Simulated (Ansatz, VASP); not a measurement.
**One calculation of K, two programs**

```
K
1.0
    -2.84406    2.84406    2.21836
     2.84406   -2.84406    2.21836
     2.84406    2.84406   -2.21836
K
1
Direct
  0.00000 0.00000 0.00000
```

Alike in both runs: task single point; functional PBE; k mesh 14 × 14 × 14; occupations gaussian, width 0.15 eV; no spin polarisation.

|  | VASP | Ansatz |
| --- | --- | --- |
| version | VASP 6.6.1 | Ansatz 0.2.0 |
| potentials or method | VASP PAW PBE potentials, release 64 (K_sv), cutoff 520 eV | scalar-relativistic, plane waves, PAW |
| valence electrons in the cell | 9 | 9 |

```tsv
	VASP	Ansatz	Ansatz less VASP
gap on the k mesh at the Fermi level (eV)	none	none	-
pressure (GPa)	0.1	0.2	+0.01
traceless stress, the component that is largest in VASP (GPa)	0.42	0.42	0.000
```

A gap of «none» marks a metal or a gap that the smearing closes.
